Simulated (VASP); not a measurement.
# Ni (Fm-3m) in VASP: a series of runs

Ni is run at these levels: r2SCAN; tasks: single point.

Program: VASP 6.6.1. These are calculated values, not measurements. Logs are shortened: lines on timing, memory, paths and dates and some standing lists are left out, and cuts for length are marked.

## 1. The cell of the first run

The structure is cubic, space group Fm-3m (No. 225). The conventional cell has a = 3.534 Å, b = 3.534 Å, c = 3.534 Å, α = 90.00°, β = 90.00°, γ = 90.00°. Within 3.3 Å of Ni (site symmetry m-3m) lie 12 Ni at 2.50 Å.

## 2. Single point, r2SCAN, collinear spin, zero start

Input file POSCAR:

```
Ni
1.0
    0.0000000000      1.7671500000      1.7671500000
    1.7671500000      0.0000000000      1.7671500000
    1.7671500000      1.7671500000      0.0000000000
Ni
1
Direct
    0.0000000000      0.0000000000      0.0000000000
```

Input file INCAR.step1:

```
SYSTEM = Ni
  PREC = Accurate
  ENCUT = 520
  ISMEAR = -1
  SIGMA = 0.05
  LREAL = .FALSE.
  LASPH = .TRUE.
  NELM = 150
  ISPIN = 2
  MAGMOM = 0
  NUPDOWN = 0.0
  LMAXMIX = 4
  NBANDS = 15
  GGA = PE
  ALGO = Normal
  EDIFF = 1E-4
  LWAVE = .TRUE.
  LCHARG = .FALSE.
```

Input file INCAR.step2:

```
SYSTEM = Ni
  PREC = Accurate
  ENCUT = 520
  EDIFF = 1E-7
  ISMEAR = -1
  SIGMA = 0.05
  LREAL = .FALSE.
  LASPH = .TRUE.
  NELM = 150
  ALGO = Normal
  ISIF = 2
  LWAVE = .FALSE.
  LCHARG = .TRUE.
  ISPIN = 2
  MAGMOM = 0
  LORBIT = 11
  NUPDOWN = 0.0
  LMAXMIX = 4
  METAGGA = R2SCAN
  LMIXTAU = .TRUE.
  LELF = .TRUE.
  LVHAR = .TRUE.
  NBANDS = 15
  ISTART = 1
```

Input file KPOINTS:

```
Automatic mesh
0
G
  11 11 11
  0 0 0
```

Potentials or basis: VASP PAW PBE potentials, release 64 (Ni).

Started as:

```bash
cat potpaw_PBE.64/Ni/POTCAR > POTCAR
cp INCAR.step1 INCAR
mpirun -np 1 vasp_std > vasp.out
cp INCAR.step2 INCAR
mpirun -np 1 vasp_std > vasp.out
```

OUTCAR:

```text
SYSTEM = Ni
   PREC = Accurate
   ENCUT = 520
   EDIFF = 1E-7
   ISMEAR = -1
   LREAL = .FALSE.
   LASPH = .TRUE.
   NELM = 150
   ISIF = 2
   ISPIN = 2
   LORBIT = 11
   NUPDOWN = 0.0
   METAGGA = R2SCAN
   ISTART = 1

 ion  position               nearest neighbor table
   1  0.000  0.000  0.000-

  LATTYP: Found a face centered cubic cell.
 ALAT       =     3.5343000000

  Lattice vectors:

 A1 = (   0.0000000000,   1.7671500000,   1.7671500000)
 A2 = (   1.7671500000,   0.0000000000,   1.7671500000)
 A3 = (   1.7671500000,   1.7671500000,   0.0000000000)

Analysis of symmetry for initial positions (statically):
=====================================================================
 Subroutine PRICEL returns:
 Original cell was already a primitive cell.

 Routine SETGRP: Setting up the symmetry group for a
 face centered cubic supercell.

 Subroutine GETGRP returns: Found 48 space group operations
 (whereof 48 operations were pure point group operations)
 out of a pool of 48 trial point group operations.

The static configuration has the point symmetry O_h .

Analysis of symmetry for dynamics (positions and initial velocities):
=====================================================================
 Subroutine PRICEL returns:
 Original cell was already a primitive cell.

 Routine SETGRP: Setting up the symmetry group for a
 face centered cubic supercell.

 Subroutine GETGRP returns: Found 48 space group operations
 (whereof 48 operations were pure point group operations)
 out of a pool of 48 trial point group operations.

The dynamic configuration has the point symmetry O_h .

Analysis of structural, dynamic, and magnetic symmetry:
=====================================================================
 Subroutine PRICEL returns:
 Original cell was already a primitive cell.

 Routine SETGRP: Setting up the symmetry group for a
 face centered cubic supercell.

 Subroutine GETGRP returns: Found 48 space group operations
 (whereof 48 operations were pure point group operations)
 out of a pool of 48 trial point group operations.

The overall configuration has the point symmetry O_h .

 Subroutine INISYM returns: Found 48 space group operations
 (whereof 48 operations are pure point group operations),
 and found     1 'primitive' translations

----------------------------------------------------------------------------------------

                                     Primitive cell

  volume of cell :      11.0370

  direct lattice vectors                    reciprocal lattice vectors
     0.000000000  1.767150000  1.767150000    -0.282941459  0.282941459  0.282941459
     1.767150000  0.000000000  1.767150000     0.282941459 -0.282941459  0.282941459
     1.767150000  1.767150000  0.000000000     0.282941459  0.282941459 -0.282941459

  length of vectors
[... 118 lines left out ...]

 number of electron      10.0000010 magnetization      -0.0000000

 Free energy of the ion-electron system (eV)
  ---------------------------------------------------
  ext. energy  EPLUGINS =         0.00000000
  ---------------------------------------------------
  free energy    TOTEN  =       -11.81005084 eV

  energy without entropy =      -11.77740934  energy(sigma->0) =      -11.79373009

 E-fermi :   8.7236     XC(G=0): -14.2608

 val. band max:        8.7230596777   @ k =  -0.4545   0.2727   0.0000
 cond. band min:       8.7314696602   @ k =   0.4545   0.1818   0.0000
 fundamental gap:      0.0084099825
 Fermi energy:         8.7235945800

 spin component 1

 k-point     1 :       0.0000    0.0000    0.0000
  band No.  band energies     occupation
      1      -0.2856      1.00000
      2       6.9139      1.00000
      3       6.9139      1.00000
      4       6.9139      1.00000
      5       7.9208      1.00000
      6       7.9208      1.00000
      7      33.3998      0.00000
      8      37.6093      0.00000
      9      37.6093      0.00000
     10      37.6093      0.00000
     11      40.3057      0.00000
     12      40.3058      0.00000
     13      40.3058      0.00000
     14      43.6295      0.00000
[... 403 lines left out ...]
      4       7.4885      1.00000
      5       7.5550      1.00000
      6       8.7611      0.32081
      7      24.7695      0.00000
      8      25.7098      0.00000
      9      35.9040      0.00000
     10      36.8588      0.00000
     11      39.0818      0.00000
     12      41.9821      0.00000
     13      42.8988      0.00000
     14      48.1985      0.00000
     15      51.9367      0.00000

 [... further k-points ...]

 spin component 2

 k-point     1 :       0.0000    0.0000    0.0000
  band No.  band energies     occupation
      1      -0.2856      1.00000
      2       6.9139      1.00000
      3       6.9139      1.00000
      4       6.9139      1.00000
      5       7.9208      1.00000
      6       7.9208      1.00000
      7      33.3998      0.00000
      8      37.6093      0.00000
      9      37.6093      0.00000
     10      37.6093      0.00000
     11      40.3057      0.00000
     12      40.3058      0.00000
     13      40.3058      0.00000
     14      43.6295      0.00000
[... 403 lines left out ...]
      4       7.4885      1.00000
      5       7.5550      1.00000
      6       8.7611      0.32081
      7      24.7695      0.00000
      8      25.7098      0.00000
      9      35.9040      0.00000
     10      36.8588      0.00000
     11      39.0818      0.00000
     12      41.9821      0.00000
     13      42.8988      0.00000
     14      48.1985      0.00000
     15      51.9367      0.00000

 [... further k-points ...]
[... 5 lines left out ...]
  --------------------------------------------------------------------------------------
  -------------------------------------------------------------------------------------
  Total       -0.7747647     -0.7747647     -0.7747647      0.0000000      0.0000000      0.0000000
  in kB     -112.4683143   -112.4683143   -112.4683143      0.0000000      0.0000000      0.0000000
  external PRESSURE =    -112.4683143 kB  Pullay stress =       0.0000000 kB

 VOLUME and BASIS-vectors are now :
 -----------------------------------------------------------------------------
  energy-cutoff  :      520.00
  volume of cell :       11.04
      direct lattice vectors                 reciprocal lattice vectors
     0.000000000  1.767150000  1.767150000    -0.282941459  0.282941459  0.282941459
     1.767150000  0.000000000  1.767150000     0.282941459 -0.282941459  0.282941459
     1.767150000  1.767150000  0.000000000     0.282941459  0.282941459 -0.282941459

 POSITION                                       TOTAL-FORCE (eV/Angst)
 -----------------------------------------------------------------------------------
      0.00000      0.00000      0.00000        -0.000000      0.000000      0.000000
 -----------------------------------------------------------------------------------
    total drift:                                0.000000      0.000000      0.000000

  FREE ENERGIE OF THE ION-ELECTRON SYSTEM (eV)
  ---------------------------------------------------
  free  energy   TOTEN  =       -11.8100508364 eV

  energy  without entropy=      -11.7774093406  energy(sigma->0) =      -11.79373009

 total charge

# of ion       s       p       d       tot
------------------------------------------
    1        0.501   0.495   8.329   9.325

 magnetization (x)

# of ion       s       p       d       tot
------------------------------------------
    1       -0.000  -0.000   0.000   0.000
```

Wall time 37 s (1 thread of Intel Xeon 6975P-C (Granite Rapids), shared host); peak memory 0.14 GiB.

Results:

```yaml
Free_energy: -11.8101 eV
Pressure: -11.2 GPa
Net_moment: 0.00 μB per cell
Valence_electrons_inside_the_program's_atomic_spheres: Ni 9.32
```

Caveat: the PAW data sets were made with another functional, which shifts forces and pressure a little; the total moment is fixed, so each spin has its own Fermi level.

## 3. Single point, r2SCAN, collinear spin, ferromagnetic start

POSCAR is that of step 2.

Input file INCAR.step1:

```
SYSTEM = Ni
PREC = Accurate
ENCUT = 520
ISMEAR = -1
SIGMA = 0.05
LREAL = .False.
LASPH = .True.
NELM = 150
ISPIN = 2
MAGMOM = 2
LMAXMIX = 4
NBANDS = 15
GGA = PE
ALGO = Normal
EDIFF = 1E-4
LWAVE = .True.
LCHARG = .False.
```

Input file INCAR.step2:

```
SYSTEM = Ni
PREC = Accurate
ENCUT = 520
EDIFF = 1E-6
ISMEAR = -1
SIGMA = 0.05
LREAL = .False.
LASPH = .True.
NELM = 150
ALGO = Normal
ISIF = 2
LWAVE = .False.
LCHARG = .True.
ISPIN = 2
MAGMOM = 2
LORBIT = 11
LMAXMIX = 4
METAGGA = R2SCAN
LMIXTAU = .True.
LELF = .True.
LVHAR = .True.
NBANDS = 15
ISTART = 1
```

Input file KPOINTS:

```
regular mesh
0
Gamma
  11 11 11
  0 0 0
```

Potentials or basis: VASP PAW PBE potentials, release 64 (Ni).

Started as:

```bash
cat potpaw_PBE.64/Ni/POTCAR > POTCAR
cp INCAR.step1 INCAR
mpirun -np 1 vasp_std > vasp.out
cp INCAR.step2 INCAR
mpirun -np 1 vasp_std > vasp.out
```

OUTCAR:

```text
SYSTEM = Ni
   PREC = Accurate
   ENCUT = 520
   EDIFF = 1E-6
   ISMEAR = -1
   LREAL = .False.
   LASPH = .True.
   NELM = 150
   ISIF = 2
   ISPIN = 2
   LORBIT = 11
   METAGGA = R2SCAN
   ISTART = 1

 ion  position               nearest neighbor table
   1  0.000  0.000  0.000-

  LATTYP: Found a face centered cubic cell.
 ALAT       =     3.5343000000

  Lattice vectors:

 A1 = (   0.0000000000,   1.7671500000,   1.7671500000)
 A2 = (   1.7671500000,   0.0000000000,   1.7671500000)
 A3 = (   1.7671500000,   1.7671500000,   0.0000000000)

Analysis of symmetry for initial positions (statically):
=====================================================================
 Subroutine PRICEL returns:
 Original cell was already a primitive cell.

 Routine SETGRP: Setting up the symmetry group for a
 face centered cubic supercell.

 Subroutine GETGRP returns: Found 48 space group operations
 (whereof 48 operations were pure point group operations)
 out of a pool of 48 trial point group operations.

The static configuration has the point symmetry O_h .

Analysis of symmetry for dynamics (positions and initial velocities):
=====================================================================
 Subroutine PRICEL returns:
[... 623 lines left out ...]
      9      37.6846      0.00000
     10      37.6846      0.00000
     11      40.4487      0.00000
     12      40.4487      0.00000
     13      40.4487      0.00000
     14      43.7286      0.00000
[... 403 lines left out ...]
      4       7.7790      1.00000
      5       8.2425      1.00000
      6       9.2712      0.05328
      7      24.8515      0.00000
      8      25.8162      0.00000
      9      35.9826      0.00000
     10      36.9718      0.00000
     11      39.0796      0.00000
     12      42.1205      0.00000
     13      43.0779      0.00000
     14      48.4992      0.00000
     15      52.1454      0.00000

 [... further k-points ...]
[... 5 lines left out ...]
  --------------------------------------------------------------------------------------
  -------------------------------------------------------------------------------------
  Total       -0.5912625     -0.5912625     -0.5912625      0.0000000      0.0000000     -0.0000000
  in kB      -85.8303123    -85.8303123    -85.8303123      0.0000000      0.0000000     -0.0000000
  external PRESSURE =     -85.8303123 kB  Pullay stress =       0.0000000 kB

 VOLUME and BASIS-vectors are now :
 -----------------------------------------------------------------------------
  energy-cutoff  :      520.00
  volume of cell :       11.04
      direct lattice vectors                 reciprocal lattice vectors
     0.000000000  1.767150000  1.767150000    -0.282941459  0.282941459  0.282941459
     1.767150000  0.000000000  1.767150000     0.282941459 -0.282941459  0.282941459
     1.767150000  1.767150000  0.000000000     0.282941459  0.282941459 -0.282941459

 POSITION                                       TOTAL-FORCE (eV/Angst)
 -----------------------------------------------------------------------------------
      0.00000      0.00000      0.00000         0.000000      0.000000      0.000000
 -----------------------------------------------------------------------------------
    total drift:                                0.000000     -0.000000      0.000000

  FREE ENERGIE OF THE ION-ELECTRON SYSTEM (eV)
  ---------------------------------------------------
  free  energy   TOTEN  =       -11.9252051335 eV

  energy  without entropy=      -11.9121695575  energy(sigma->0) =      -11.91868735

 total charge

# of ion       s       p       d       tot
------------------------------------------
    1        0.509   0.509   8.300   9.318

 magnetization (x)

# of ion       s       p       d       tot
------------------------------------------
    1       -0.009  -0.041   0.840   0.790
```

Run time: 39 s. Hardware: 1 thread of Intel Xeon 6975P-C (Granite Rapids), shared host; peak memory 0.14 GiB.

What came out:

| Item | Value |
| --- | --- |
| Free energy | -11.9252 eV |
| Pressure | -8.6 GPa |
| Net moment | 0.77 μB per cell |
| Site moments | Ni +0.79 μB |
| Valence electrons inside the program's atomic spheres | Ni 9.32 |

Caveat: the PAW data sets were made with another functional, which shifts forces and pressure a little.
